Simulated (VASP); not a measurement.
Here is a VASP 6.6.1 calculation.

File POSCAR:

```
MgS
1.0
    0.0000000000      2.8704022176      2.8704022176
    2.8704022176      0.0000000000      2.8704022176
    2.8704022176      2.8704022176      0.0000000000
S Mg
1 1
Direct
    0.2500000000      0.2500000000      0.2500000000
    0.0000000000      0.0000000000      0.0000000000
```

File INCAR.step1:

```
PREC = Accurate ; ENCUT = 520
EDIFF = 1E-5 ; ISMEAR = -1
SIGMA = 0.05 ; LREAL = False
LASPH = True ; NELM = 60
ALGO = Normal ; ISIF = 2
LWAVE = True ; NBANDS = 11
GGA = PE
```

INCAR.step2

```
PREC = Accurate ; ENCUT = 520
EDIFF = 1E-7 ; ISMEAR = -1
SIGMA = 0.05 ; LREAL = False
LASPH = True ; NELM = 60
ALGO = Normal ; ISIF = 2
LWAVE = False ; LCHARG = True
GGA = PE ; LHFCALC = True
AEXX = 0.25 ; PRECFOCK = Normal
LELF = True ; LVHAR = True
NBANDS = 11 ; ISTART = 1
```

Contents of KPOINTS:

```
regular mesh
0
Gamma
  4 4 4
```

Potentials or basis: VASP PAW PBE potentials, release 64 (S, Mg).

Command:

```bash
$ cat potpaw_PBE.64/S/POTCAR potpaw_PBE.64/Mg/POTCAR > POTCAR
$ cp INCAR.step1 INCAR
$ mpirun -np 1 vasp_std > vasp.out
$ cp INCAR.step2 INCAR
$ mpirun -np 1 vasp_std > vasp.out
```

Question: Estimate the pressure.

Answer: -2.5 GPa.

Question: What does it give for the band gap on the k mesh?

Answer: 5.02 eV, direct.

Caveat: the k points lie up to 0.47 Å⁻¹ apart; the PAW data sets were made with another functional, which shifts forces and pressure a little.
